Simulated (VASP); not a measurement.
Runs of VASP 6.6.1 on AlN. The structure is that of space group Cmc2_1 (No. 36), or close to it. The cells are those of the table. 

| cell | gap on the mesh (eV) | pressure (GPa) | largest force (eV/Å) |
| --- | --- | --- | --- |
| a = 3.114, b = 3.114, c = 4.985 Å, angles 90.0, 90.0, 120.0°, 4 atoms | (a) | -4.7 | 0.46 |
| a = 3.012, b = 3.012, c = 4.820 Å, angles 90.0, 90.0, 120.0°, 4 atoms | (c) | 19.2 | 0.54 |
| a = 3.140, b = 3.140, c = 5.026 Å, angles 90.0, 90.0, 120.0°, 4 atoms | 3.90 | -9.3 | 0.45 |
| a = 3.166, b = 3.166, c = 5.067 Å, angles 90.0, 90.0, 120.0°, 4 atoms | 3.69 | -13.3 | 0.45 |
| a = 3.063, b = 3.063, c = 4.903 Å, angles 90.0, 90.0, 120.0°, 4 atoms | 4.56 | (b) | 0.46 |
| a = 3.037, b = 3.037, c = 4.861 Å, angles 90.0, 90.0, 120.0°, 4 atoms | 4.79 | 12.3 | 0.54 |
| a = 3.089, b = 3.089, c = 4.944 Å, angles 90.0, 90.0, 120.0°, 4 atoms | 4.33 | 0.4 | 0.46 |

Alike in all rows: task single point; level LDA; potentials or basis VASP PAW LDA potentials, release 64 (Al, N); no spin polarisation; k mesh 9 × 9 × 6; cutoff (eV) 520; smearing gaussian 0.05 eV.

Estimate the missing entries.

(a) 4.12; (b) 6.0; (c) 4.84.

A k mesh can miss the band edges.
